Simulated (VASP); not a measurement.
Runs of VASP 6.6.1 on Mg2NCl. The structure is that of space group R-3m (No. 166), or close to it. The cells are those of the table. 

```tsv
cell	gap on the mesh (eV)	pressure (GPa)	largest force (eV/Å)
a = 6.806 Å, angles 30.6°, 4 atoms	0.88	-14.3	0.73
a = 5.898 Å, angles 35.4°, 4 atoms	1.86	-8.6	0.15
a = 6.761 Å, angles 28.4°, 4 atoms	1.17	(b)	0.67
a = 6.350 Å, angles 32.8°, 4 atoms	1.45	(c)	0.28
a = 6.326 Å, angles 31.7°, 4 atoms	(a)	-8.6	0.21
```

Alike in all rows: task single point; level PBEsol; potentials or basis VASP PAW PBE potentials, release 64 (Mg, N, Cl); no spin polarisation; k mesh 9 × 9 × 9; cutoff (eV) 520; smearing gaussian 0.05 eV.

Fill in the values left out.

(a) 1.82; (b) -7.5; (c) -12.2.

Caveats: the PAW data sets were made with another functional, which shifts forces and pressure a little; the cell stands under tension (at least some runs); the stress differs along the axes, from -15 to 4 GPa (at least some runs); the stress differs along the axes, from -14 to -4 GPa (at least some runs); the stress differs along the axes, from -16 to -5 GPa (at least some runs); the stress differs along the axes, from -11 to -4 GPa (at least some runs).

A k mesh can miss the band edges.
